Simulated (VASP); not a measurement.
Runs of VASP 6.6.1 on Y. The structure is that of space group P6_3/mmc (No. 194), or close to it. The cells are those of the table. 

```tsv
task	cell	k mesh	gap on the mesh (eV)	pressure (GPa)
single point	a = 2.862, b = 2.862, c = 4.827 Å, angles 90.0, 90.0, 120.0°, 2 atoms	18 × 18 × 8	none	(a)
single point	a = 3.095, b = 3.095, c = 5.052 Å, angles 90.0, 90.0, 120.0°, 2 atoms	18 × 18 × 8	none	29.7
relaxation of cell and atoms	relaxed to 15 GPa from a = 3.319, b = 3.319, c = 5.199 Å, angles 90.0, 90.0, 120.0°, 2 atoms	12 × 12 × 8	none	15.0
relaxation of cell and atoms	relaxed to -3 GPa from a = 3.632, b = 3.632, c = 5.639 Å, angles 90.0, 90.0, 120.0°, 2 atoms	12 × 12 × 8	none	-3.0
single point	a = 3.520, b = 3.520, c = 5.471 Å, angles 90.0, 90.0, 120.0°, 2 atoms	12 × 12 × 8	none	2.8
```

Alike in all rows: level PBEsol; potentials or basis VASP PAW PBE potentials, release 64 (Y_sv); no spin polarisation; cutoff (eV) 500; smearing gaussian 0.1 eV.

**Question.** Estimate the missing entries.

**Answer.** (a) 59.7.

Caveats: the PAW data sets were made with another functional, which shifts forces and pressure a little; the cell stands under pressure (at least some runs); the cell is relaxed towards a set pressure, so the run minimises the enthalpy, not the energy (at least some runs).

A k mesh can miss the band edges, and the runs leave out spin-orbit coupling on Y.

A gap of «none» marks levels without a gap at the run's occupations.
